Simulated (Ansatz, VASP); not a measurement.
# Zr: VASP beside Ansatz

The input POSCAR:

```
Zr
1.0
    3.2392314100      0.0000000000      0.0000000000
   -1.6196157100      2.8052566900      0.0000000000
    0.0000000000      0.0000000000      5.1722200000
Zr
2
Direct
    0.3333333300      0.6666666700      0.2500000000
    0.6666666700      0.3333333300      0.7500000000
```

The input INCAR.step1:

```
SYSTEM = Zr
  ALGO = Normal
  EDIFF = 1E-4
  ENCUT = 600
  GGA = PE
  ISMEAR = 0
  LASPH = .TRUE.
  LCHARG = .FALSE.
  LREAL = .FALSE.
  LWAVE = .TRUE.
  NELM = 100
  PREC = Accurate
  SIGMA = 0.1
```

Contents of INCAR.step2:

```
SYSTEM = Zr
  ALGO = Normal
  EDIFF = 1E-6
  EDIFFG = -0.002
  ENCUT = 600
  IBRION = 2
  ISIF = 3
  ISMEAR = 0
  ISTART = 1
  LASPH = .TRUE.
  LCHARG = .FALSE.
  LMIXTAU = .TRUE.
  LREAL = .FALSE.
  LWAVE = .FALSE.
  METAGGA = R2SCAN
  NELM = 100
  NSW = 100
  PREC = Accurate
  SIGMA = 0.1
```

Contents of KPOINTS:

```
k-points
0
G
  12 12 8
  0 0 0
```

Input for Ansatz:

```yaml
crystal:
  lattice:
    - [3.23923141, 0.0, 0.0]
    - [-1.61961571, 2.80525669, 0.0]
    - [0.0, 0.0, 5.17222]
  atoms:
    - { symbol: Zr, position: [0.33333333, 0.66666667, 0.25] }
    - { symbol: Zr, position: [0.66666667, 0.33333333, 0.75] }
basis:
  ecutwfc: 500
kpoints:
  mp_grid: { grid: [12, 12, 8] }
hamiltonian:
  xc: r2scan
  pseudopotentials: { kind: paw, azcp: { folder: soft_1 } }
scf:
  occupations: { method: gaussian, width: 0.1 }
output:
  forces: true
  stress: true
  eigenvalues: true
  write_density: true
  write_potential: true
  elf: true
  volumetric_format: npy
relax:
  adjacent_minimum: "off"
  f_tol: 0.002
  max_steps: 80
  cell: { stress_tol: 0.02 }
```

Alike in both runs: task relaxation of cell and atoms; functional r2SCAN; k mesh 12 × 12 × 8; occupations gaussian, width 0.1 eV; no spin polarisation.

```csv
,VASP,Ansatz
version,VASP 6.6.1,Ansatz 0.2.0
potentials or method,"VASP PAW PBE potentials, release 64 (Zr_sv), cutoff 600 eV","scalar-relativistic, plane waves, PAW"
valence electrons in the cell,24,24
```

|  | VASP | Ansatz | Ansatz less VASP |
| --- | --- | --- | --- |
| gap on the k mesh at the Fermi level, each at its own relaxed structure (eV) | none | none | - |
| relaxed volume (Å³/atom) | 23.51 | 23.51 | +0.003 |
| relaxed cell length with the largest relative difference (Å) | 5.155 | 5.156 | +0.0007 |

VASP's potentials were made for PBE, not for r2SCAN. A gap of «none» marks a metal or a gap that the smearing closes.
